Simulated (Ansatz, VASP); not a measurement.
BeCd2S3: VASP beside Ansatz

```
Be Cd S
1.0
     4.54048    0.00000    0.00000
    -2.27024    3.93217    0.00000
     0.00000    0.00000    9.63789
Be Cd S
1 2 3
Cartesian
  0.0000 0.0000 3.4442
  0.0000 0.0000 7.6448
  0.0000 0.0000 1.1172
  0.0000 2.6214 8.9416
  2.2702 1.3107 8.9416
  0.0000 0.0000 5.2567
```

Alike in both runs: functional PBE; k mesh 6 × 6 × 2; occupations gaussian, width 0.1 eV; no spin polarisation.

Ansatz relaxed the structure, and its values are those at the end. VASP's run is a single point on that final structure, the one shown.

|  | VASP | Ansatz |
| --- | --- | --- |
| version | VASP 6.6.1 | Ansatz 0.2.0 |
| potentials or method | VASP PAW PBE potentials, release 64 (Be, Cd, S), cutoff 520 eV | scalar-relativistic, plane waves, PAW |
| valence electrons in the cell | 44 | 60 |

VASP gave:

```
gap on the k mesh at the Fermi level (eV) : none
pressure (GPa)                            : 0.2
rms of the force components (eV/Å)        : 0.026
```

**Question.** Which values does Ansatz return?

**Answer.** gap on the k mesh at the Fermi level (eV): none; pressure (GPa): 0.0; rms of the force components (eV/Å): 0.011.

A gap of «none» marks a metal or a gap that the smearing closes. VASP's potentials hold 44 valence electrons a cell and Ansatz's 60, so a difference there can come from the potentials and not from the codes.
